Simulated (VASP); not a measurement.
# TlCl (Pm-3m) in VASP: notebook

The runs below take TlCl through single point, with PBE, r2SCAN, HSE06.

All numbers are computed with VASP 6.6.1; they aren't measurements. Logs are shortened: lines on timing, memory, paths and dates and some standing lists are left out, and cuts for length are marked.

## (1) The cell of the first run

It takes space group Pm-3m (No. 221, cubic). Conventional cell: a = 3.839 Å, b = 3.839 Å, c = 3.839 Å, α = 90.00°, β = 90.00°, γ = 90.00°. Within 4.4 Å of Tl (site symmetry m-3m) lie 8 Cl at 3.32 Å and 6 Tl at 3.84 Å. Cl (site symmetry m-3m) has 8 Tl at 3.32 Å and 6 Cl at 3.84 Å within 4.4 Å.

## (2) Single point, PBE

Contents of INCAR:

```
ALGO = Normal ; EDIFF = 1E-6
ENCUT = 500 ; GGA = PE
GGA_COMPAT = F ; ISIF = 2
ISMEAR = -5 ; LASPH = T
LCHARG = T ; LELF = T
LREAL = F ; LVHAR = T
LWAVE = F ; NBANDS = 17
NELM = 120 ; PREC = Accurate
SIGMA = 0.1
```

Contents of KPOINTS:

```
k-points
0
Gamma
  4 4 4
```

Contents of POSCAR:

```
TlCl
1.0
    3.8388256226      0.0000000000      0.0000000000
    0.0000000000      3.8388256226      0.0000000000
    0.0000000000      0.0000000000      3.8388256226
Tl Cl
1 1
Direct
    0.0000000000      0.0000000000      0.0000000000
    0.5000000000      0.5000000000      0.5000000000
```

Potentials or basis: VASP PAW PBE potentials, release 64 (Tl_d, Cl).

On the command line:

```
cat potpaw_PBE.64/Tl_d/POTCAR potpaw_PBE.64/Cl/POTCAR > POTCAR
mpirun -np 1 vasp_std > vasp.out
```

OUTCAR:

```text
EDIFF = 1E-6
   ENCUT = 500
   GGA = PE
   ISIF = 2
   ISMEAR = -5
   LASPH = T
   LREAL = F
   NELM = 120
   PREC = Accurate

 ion  position               nearest neighbor table
   1  0.000  0.000  0.000-   2 3.32   2 3.32   2 3.32   2 3.32   2 3.32   2 3.32   2 3.32   2 3.32

   2  0.500  0.500  0.500-   1 3.32   1 3.32   1 3.32   1 3.32   1 3.32   1 3.32   1 3.32   1 3.32

  LATTYP: Found a simple cubic cell.
 ALAT       =     3.8388256226

  Lattice vectors:

 A1 = (   3.8388256226,   0.0000000000,   0.0000000000)
 A2 = (   0.0000000000,   3.8388256226,   0.0000000000)
 A3 = (   0.0000000000,   0.0000000000,   3.8388256226)

Analysis of symmetry for initial positions (statically):
=====================================================================
 Subroutine PRICEL returns:
 Original cell was already a primitive cell.

 Routine SETGRP: Setting up the symmetry group for a
 simple cubic supercell.

 Subroutine GETGRP returns: Found 48 space group operations
 (whereof 48 operations were pure point group operations)
 out of a pool of 48 trial point group operations.

The static configuration has the point symmetry O_h .

Analysis of symmetry for dynamics (positions and initial velocities):
=====================================================================
 Subroutine PRICEL returns:
 Original cell was already a primitive cell.

 Routine SETGRP: Setting up the symmetry group for a
 simple cubic supercell.

 Subroutine GETGRP returns: Found 48 space group operations
 (whereof 48 operations were pure point group operations)
 out of a pool of 48 trial point group operations.

The dynamic configuration has the point symmetry O_h .

 Subroutine INISYM returns: Found 48 space group operations
 (whereof 48 operations are pure point group operations),
 and found     1 'primitive' translations

----------------------------------------------------------------------------------------

                                     Primitive cell

  volume of cell :      56.5712

  direct lattice vectors                    reciprocal lattice vectors
     3.838825623  0.000000000  0.000000000     0.260496334  0.000000000  0.000000000
     0.000000000  3.838825623  0.000000000     0.000000000  0.260496334  0.000000000
     0.000000000  0.000000000  3.838825623     0.000000000  0.000000000  0.260496334

  length of vectors
     3.838825623  3.838825623  3.838825623     0.260496334  0.260496334  0.260496334

  position of ions in fractional coordinates (direct lattice)
     0.000000000  0.000000000  0.000000000
     0.500000000  0.500000000  0.500000000

  ion indices of the primitive-cell ions
   primitive index   ion index
                 1           1
                 2           2

----------------------------------------------------------------------------------------

 KPOINTS: k-points

Automatic generation of k-mesh.
 Grid dimensions read from file:
 generate k-points for:    4    4    4

 Generating k-lattice:

  Cartesian coordinates                     Fractional coordinates (reciprocal lattice)
     0.065124083  0.000000000  0.000000000     0.250000000  0.000000000  0.000000000
     0.000000000  0.065124083  0.000000000     0.000000000  0.250000000  0.000000000
     0.000000000  0.000000000  0.065124083     0.000000000  0.000000000  0.250000000

  Length of vectors
     0.065124083  0.065124083  0.065124083

  Shift w.r.t. Gamma in fractional coordinates (k-lattice)
     0.000000000  0.000000000  0.000000000

 TETIRR: Found     30 inequivalent tetrahedra from      384

 Subroutine IBZKPT returns following result:
 ===========================================

 Found     10 irreducible k-points:

 Following reciprocal coordinates:
            Coordinates               Weight
  0.000000  0.000000  0.000000      1.000000
  0.250000  0.000000  0.000000      6.000000
  0.500000  0.000000  0.000000      3.000000
  0.250000  0.250000  0.000000     12.000000
  0.500000  0.250000  0.000000     12.000000
  0.500000  0.500000  0.000000      3.000000
  0.250000  0.250000  0.250000      8.000000
  0.500000  0.250000  0.250000     12.000000
  0.500000  0.500000  0.250000      6.000000
  0.500000  0.500000  0.500000      1.000000
   k-points           NKPTS =     10   k-points in BZ     NKDIM =     10   number of bands    NBANDS=     17
   number of dos      NEDOS =    301   number of ions     NIONS =      2
   total plane-waves  NPLWV =  21952
   dimension x,y,z NGX =    28 NGY =   28 NGZ =   28
   dimension x,y,z NGXF=    56 NGYF=   56 NGZF=   56
   ions per type =               1   1
   NGX,Y,Z   is equivalent  to a cutoff of  12.13, 12.13, 12.13 a.u.
   NGXF,Y,Z  is equivalent  to a cutoff of  24.25, 24.25, 24.25 a.u.
 SYSTEM =  unknown system
   PREC   = accura    normal or accurate (medium, high low for compatibility)
   ISTART =      0    job   : 0-new  1-cont  2-samecut
   ICHARG =      2    charge: 1-file 2-atom 10-const
   ISPIN  =      1    spin polarized calculation?
   LNONCOLLINEAR =      F non collinear calculations
   LSORBIT =      F    spin-orbit coupling
   LASPH  =      T    aspherical Exc in radial PAW
   ENCUT  =  500.0 eV  36.75 Ry    6.06 a.u.   7.00  7.00  7.00*2*pi/ulx,y,z
   NELM   =    120;   NELMIN=  2; NELMDL= -5     # of ELM steps
   EDIFF  = 0.1E-05   stopping-criterion for ELM
   LREAL  =      F    real-space projection
[... 7 lines left out ...]
   TEBEG  =    0.0;   TEEND  =   0.0 temperature during run
   PSTRESS=    0.0 pullay stress
   NELECT =      20.0000    total number of electrons
   NUPDOWN=      -1.0000    fix difference up-down
   EMIN   =  10.00;   EMAX   =-10.00  energy-range for DOS
   EFERMI =   0.00;   METHOD = LEGACY
   ISMEAR =    -5;   SIGMA  =   0.10  broadening in eV -4-tet -1-fermi 0-gaus
   EFERMI_NEDOS =   21; number of points for ismear=-14 and -15
   IALGO  =     38    algorithm
   IMIX   =      4    mixing-type and parameters
     AMIX     =   0.40;   BMIX     =  1.00
     AMIX_MAG =   1.60;   BMIX_MAG =  1.00
  volume/ion in A,a.u.               =      28.29       190.88
  Fermi-wavevector in a.u.,A,eV,Ry     =   1.157586  2.187520 18.231867  1.340004
  Thomas-Fermi vector in A             =   2.294196
   LORBIT       =      0    0 simple, 1 ext, 2 COOP (PROOUT), +10 PAW based schemes
   GGA     = PE    functional components
   LHFCALC =     F    Hartree Fock is set to
   AEXX    =    0.0000 exact exchange contribution
   IVDW    =     0    specifies the selected vdW correction
   LEPSILON=     F    determine dielectric tensor
   LRPA    =     F    only Hartree local field effects (RPA)
 non-spin polarized calculation
 Fermi weights with tetrahedron method with Bloechl corrections
  energy-cutoff  :      500.00
  volume of cell :       56.57
 maximum number of plane-waves:      1472
 NGX is ok and might be reduce to    28
   NGX = 13   NGY = 13   NGZ = 13

 number of electron      19.9999993 magnetization

 Free energy of the ion-electron system (eV)
  ---------------------------------------------------
  ext. energy  EPLUGINS =         0.00000000
  ---------------------------------------------------
  free energy    TOTEN  =        -5.99907241 eV

  energy without entropy =       -5.99907241  energy(sigma->0) =       -5.99907241

 E-fermi :   2.7422     XC(G=0):  -9.1182

 val. band max:        2.6803901261   @ k =   0.5000   0.0000   0.0000
 cond. band min:       4.7675125733   @ k =   0.5000   0.0000   0.0000
 fundamental gap:      2.0871224472
 Fermi energy:         2.7421964504

 k-point     1 :       0.0000    0.0000    0.0000
  band No.  band energies     occupation
      1     -11.0740      2.00000
      2      -7.2560      2.00000
      3      -7.2560      2.00000
      4      -7.0134      2.00000
      5      -7.0134      2.00000
      6      -7.0134      2.00000
[... 9 lines left out ...]
     16      15.1619      0.00000
     17      16.8831      0.00000

 k-point     2 :       0.2500    0.0000    0.0000
  band No.  band energies     occupation
      1     -10.9537      2.00000
      2      -7.2489      2.00000
      3      -7.1700      2.00000
      4      -7.0537      2.00000
      5      -7.0537      2.00000
      6      -7.0098      2.00000
[... 9 lines left out ...]
     16      15.8837      0.00000
     17      16.8203      0.00000

 k-point     3 :       0.5000    0.0000    0.0000
  band No.  band energies     occupation
      1     -10.8252      2.00000
      2      -7.2418      2.00000
      3      -7.0931      2.00000
      4      -7.0931      2.00000
      5      -7.0900      2.00000
      6      -7.0061      2.00000
[... 9 lines left out ...]
     16      16.5581      0.00000
     17      16.8355      0.00000

 k-point     4 :       0.2500    0.2500    0.0000
  band No.  band energies     occupation
      1     -10.8651      2.00000
      2      -7.2058      2.00000
      3      -7.1120      2.00000
      4      -7.0635      2.00000
      5      -7.0502      2.00000
      6      -7.0424      2.00000
[... 9 lines left out ...]
     16      14.5992      0.00000
     17      14.9699      0.00000

 k-point     5 :       0.5000    0.2500    0.0000
  band No.  band energies     occupation
      1     -10.7729      2.00000
      2      -7.1892      2.00000
      3      -7.0823      2.00000
      4      -7.0685      2.00000
      5      -7.0390      2.00000
      6      -7.0302      2.00000
[... 9 lines left out ...]
     16      15.0644      0.00000
     17      15.8112      0.00000

 k-point     6 :       0.5000    0.5000    0.0000
  band No.  band energies     occupation
      1     -10.7199      2.00000
      2      -7.1606      2.00000
      3      -7.0715      2.00000
      4      -7.0715      2.00000
      5      -7.0373      2.00000
      6      -6.9485      2.00000
[... 9 lines left out ...]
     16      14.1186      0.00000
     17      14.2532      0.00000

 k-point     7 :       0.2500    0.2500    0.2500
  band No.  band energies     occupation
      1     -10.7847      2.00000
      2      -7.1106      2.00000
      3      -7.1106      2.00000
      4      -7.0883      2.00000
      5      -7.0883      2.00000
      6      -7.0354      2.00000
[... 9 lines left out ...]
     16      14.8143      0.00000
     17      17.3652      0.00000

 k-point     8 :       0.5000    0.2500    0.2500
  band No.  band energies     occupation
      1     -10.7012      2.00000
      2      -7.1420      2.00000
      3      -7.1000      2.00000
      4      -7.0879      2.00000
      5      -7.0549      2.00000
      6      -7.0078      2.00000
[... 9 lines left out ...]
     16      14.4604      0.00000
     17      18.1904      0.00000

 k-point     9 :       0.5000    0.5000    0.2500
  band No.  band energies     occupation
      1     -10.6269      2.00000
      2      -7.1332      2.00000
      3      -7.1332      2.00000
      4      -7.1112      2.00000
      5      -7.0526      2.00000
      6      -6.9465      2.00000
[... 9 lines left out ...]
     16      14.8482      0.00000
     17      18.6721      0.00000

 k-point    10 :       0.5000    0.5000    0.5000
  band No.  band energies     occupation
      1     -10.5277      2.00000
      2      -7.1926      2.00000
      3      -7.1926      2.00000
      4      -7.1926      2.00000
      5      -6.9446      2.00000
      6      -6.9446      2.00000
[... 9 lines left out ...]
     16      15.5103      0.00000
     17      19.7042      0.00000

------------------------ aborting loop because EDIFF is reached ----------------------------------------

  FORCE on cell =-STRESS in cart. coord.  units (eV):
  Direction    XX          YY          ZZ          XY          YZ          ZX
  --------------------------------------------------------------------------------------
  -------------------------------------------------------------------------------------
  Total        0.4249732      0.4249732      0.4249732      0.0000000     -0.0000000     -0.0000000
  in kB       12.0358544     12.0358544     12.0358544      0.0000000     -0.0000000     -0.0000000
  external PRESSURE =      12.0358544 kB  Pullay stress =       0.0000000 kB

 VOLUME and BASIS-vectors are now :
 -----------------------------------------------------------------------------
  energy-cutoff  :      500.00
  volume of cell :       56.57
      direct lattice vectors                 reciprocal lattice vectors
     3.838825623  0.000000000  0.000000000     0.260496334  0.000000000  0.000000000
     0.000000000  3.838825623  0.000000000     0.000000000  0.260496334  0.000000000
     0.000000000  0.000000000  3.838825623     0.000000000  0.000000000  0.260496334

 POSITION                                       TOTAL-FORCE (eV/Angst)
 -----------------------------------------------------------------------------------
      0.00000      0.00000      0.00000         0.000000      0.000000      0.000000
      1.91941      1.91941      1.91941         0.000000      0.000000      0.000000
 -----------------------------------------------------------------------------------
    total drift:                               -0.000000      0.000000      0.000000

  FREE ENERGIE OF THE ION-ELECTRON SYSTEM (eV)
  ---------------------------------------------------
  free  energy   TOTEN  =        -5.9990724092 eV

  energy  without entropy=       -5.9990724092  energy(sigma->0) =       -5.99907241
```

It took 5.5 s on 1 thread of Intel Xeon Platinum 8375C at 2.90GHz (Ice Lake), shared host; peak memory 0.15 GiB.

Results:

```yaml
Free_energy: -5.9991 eV
Pressure: 1.2 GPa
Band_gap_on_the_k_mesh: 2.09 eV, direct
```

Caveat: spin-orbit coupling is left out, which moves the levels of the heavy elements. A k mesh can miss the band edges.

## (3) Single point, r2SCAN

POSCAR is that of step 2.

Contents of INCAR.step1:

```
ALGO     = Normal         # electronic algorithm
EDIFF    = 1E-5           # SCF threshold, eV
ENCUT    = 550            # plane-wave cutoff, eV
GGA      = PE             # functional
GGA_COMPAT= F            
ISMEAR   = 0              # smearing method
LASPH    = T              # aspherical terms in the spheres
LCHARG   = F              # write CHGCAR
LREAL    = F              # projectors in reciprocal space
LWAVE    = T              # write WAVECAR
NBANDS   = 17             # bands
NELM     = 120            # most SCF steps
PREC     = Accurate       # precision mode
SIGMA    = 0.01           # smearing width, eV
```

Contents of INCAR.step2:

```
ALGO     = Normal         # electronic algorithm
EDIFF    = 1E-6           # SCF threshold, eV
ENCUT    = 550            # plane-wave cutoff, eV
GGA_COMPAT= F            
ISIF     = 2              # what is computed and relaxed
ISMEAR   = 0              # smearing method
ISTART   = 1            
LASPH    = T              # aspherical terms in the spheres
LCHARG   = F              # write CHGCAR
LMIXTAU  = T            
LREAL    = F              # projectors in reciprocal space
LWAVE    = F              # write WAVECAR
METAGGA  = R2SCAN         # meta-GGA
NBANDS   = 17             # bands
NELM     = 120            # most SCF steps
PREC     = Accurate       # precision mode
SIGMA    = 0.01           # smearing width, eV
```

KPOINTS is that of step 2.

Potentials or basis: VASP PAW PBE potentials, release 64 (Tl_d, Cl).

On the command line:

```
cat potpaw_PBE.64/Tl_d/POTCAR potpaw_PBE.64/Cl/POTCAR > POTCAR
cp INCAR.step1 INCAR
mpirun -np 1 vasp_std > vasp.out
cp INCAR.step2 INCAR
mpirun -np 1 vasp_std > vasp.out
```

Run time: 28 s. Hardware: 1 thread of Intel Xeon Platinum 8375C at 2.90GHz (Ice Lake), shared host; peak memory 0.17 GiB.

Results (log left out):

```yaml
Free_energy: -61.5442 eV
Pressure: 0.0 GPa
Band_gap_on_the_k_mesh: 2.51 eV, direct
```

Levels at points of the mesh, in eV from the valence-band top:
```
           k point  band 6  band 7  band 8  band 9  band 10  band 11  band 12  band 13  band 14  band 15
(0.00, 0.00, 0.00)  -10.03   -4.50   -1.59   -1.59    -1.59     8.33     8.33     8.33     8.38     8.38
(0.50, 0.00, 0.00)  -10.02   -5.48   -1.16   -1.16     0.00     2.51     7.05     7.05     9.36    12.18
(0.50, 0.50, 0.00)   -9.97   -3.33   -3.03   -3.03    -1.12     5.30     5.30     8.96     9.06    12.09
(0.50, 0.50, 0.50)   -9.96   -2.13   -2.10   -2.10    -2.10     2.93     2.93     2.93    13.71    13.71
```

Caveat: the PAW data sets were made with another functional, which shifts forces and pressure a little; spin-orbit coupling is left out, which moves the levels of the heavy elements. r2SCAN opens gaps a little over a GGA but as a rule still falls short of measured ones.

(Continued in part 2 of 2.)
